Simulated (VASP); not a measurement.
KSi3: single point with PBE

Crystal: KSi3.

```
K Si
1.0
    -1.79267    1.79267    4.43628
     1.79267   -1.79267    4.43628
     1.79267    1.79267   -4.43628
K Si
1 3
Direct
  0.00000 0.00000 0.00000
  0.37990 0.37990 0.00000
  0.75000 0.25000 0.50000
  0.62010 0.62010 0.00000
```

The cell was built from a structure type or drawn by symmetry, and may not be a known phase.

| Quantity | Value |
| --- | --- |
| Program | VASP 6.6.1 |
| Task | single point |
| Functional | PBE |
| Potentials or basis | VASP PAW PBE potentials, release 64 (K_sv, Si) |
| Cutoff | 520 eV |
| k mesh | 6 × 6 × 6 |
| Occupations | gaussian, width 0.1 eV |
| Spin | no spin polarisation |

```
Pressure               : 61.5 GPa
Largest force          : 0.332 eV/Å
Band gap on the k mesh : zero (an odd number of electrons rules out a gap without spin polarisation)
```

Forces on the atoms (eV/Å):
```
K    0.000  0.000  0.000
Si   0.000  0.000 -0.332
Si   0.000  0.000  0.000
Si   0.000  0.000  0.332
```

Stress tensor (GPa, compression positive):
```
60.35  0.00  0.00
 0.00 60.35  0.00
 0.00  0.00 63.77
```

Levels at points of the mesh, in eV from the Fermi level:
| k point | band 6 | band 7 | band 8 | band 9 | band 10 | band 11 | band 12 | band 13 | band 14 | band 15 |
| --- | --- | --- | --- | --- | --- | --- | --- | --- | --- | --- |
| (0.00, 0.00, 0.00) | -6.80 | -6.20 | -3.25 | -3.25 | 0.13 | 0.82 | 0.82 | 1.39 | 2.37 | 5.36 |
| (0.50, 0.00, 0.00) | -8.82 | -6.03 | -4.52 | -2.82 | -0.46 | 0.38 | 0.64 | 2.49 | 3.10 | 4.63 |
| (0.50, 0.50, 0.00) | -8.91 | -7.35 | -4.68 | -3.97 | -3.18 | -0.13 | 2.23 | 3.01 | 3.60 | 7.42 |
| (0.50, 0.50, 0.50) | -10.42 | -3.02 | -3.02 | -1.57 | -0.75 | 0.16 | 1.90 | 1.90 | 3.15 | 4.48 |

Run time: 35 s on 1 thread of Intel(R) Xeon(R) Platinum 8488C (Sapphire Rapids) (shared host), peak memory 0.23 GiB.

Caveat: the cell stands under pressure.
